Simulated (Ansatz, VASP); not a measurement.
## PtSe: VASP beside Ansatz

```
Pt Se
1.0
     0.00000    2.84882    2.84882
     2.84882    0.00000    2.84882
     2.84882    2.84882    0.00000
Pt Se
1 1
Direct
  0.00000 0.00000 0.00000
  0.25000 0.25000 0.25000
```

Alike in both runs: functional PBE; k mesh 10 × 10 × 10; occupations fermi-dirac, width 0.08 eV; no spin polarisation.

Ansatz relaxed the structure, and its values are those at the end. VASP's run is a single point on that final structure, the one shown.

|  | VASP | Ansatz |
| --- | --- | --- |
| version | VASP 6.6.1 | Ansatz 0.2.0 |
| potentials or method | VASP PAW PBE potentials, release 64 (Pt, Se) | PAW with Ansatz's default frozen-core files, scalar-relativistic |
| plane-wave cutoff (eV) | 520 | 420 |
| valence electrons in the cell | 16 | 34 |

|  | VASP | Ansatz | Ansatz less VASP |
| --- | --- | --- | --- |
| pressure (GPa) | 0.0 | 0.0 | 0.00 |

VASP's potentials hold 16 valence electrons a cell and Ansatz's 34, so a difference there can come from the potentials and not from the codes.

Spin-orbit coupling is off throughout.
